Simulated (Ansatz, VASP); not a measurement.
# One calculation of Cu, two programs

```
CELL_PARAMETERS angstrom
0.00000 1.81487 1.90562
1.81487 0.00000 1.90562
1.81487 1.81487 0.00000
ATOMIC_POSITIONS crystal
Cu 0.00000 0.00000 0.00000
```

Change from the starting cell: strain +0.000 along x and y, +0.050 along z, atoms carried along.

Alike in both runs: task single point; functional PBE; k mesh 28 × 28 × 28; occupations gaussian, width 0.15 eV; no spin polarisation.

|  | VASP | Ansatz |
| --- | --- | --- |
| version | VASP 6.6.1 | Ansatz 0.2.0 |
| potentials or method | VASP PAW PBE potentials, release 64 (Cu), cutoff 520 eV | scalar-relativistic, plane waves, PAW |
| valence electrons in the cell | 11 | 19 |

|  | VASP | Ansatz | Ansatz less VASP |
| --- | --- | --- | --- |
| gap on the k mesh at the Fermi level (eV) | none | none | - |
| pressure (GPa) | -5.3 | -6.0 | -0.66 |
| traceless stress, the component that is largest in VASP (GPa) | -1.91 | -1.93 | -0.021 |

A gap of «none» marks a metal or a gap that the smearing closes. With one functional, cell and mesh, what is left measures potentials, basis and numerics. VASP's potentials hold 11 valence electrons a cell and Ansatz's 19, so a difference there can come from the potentials and not from the codes.
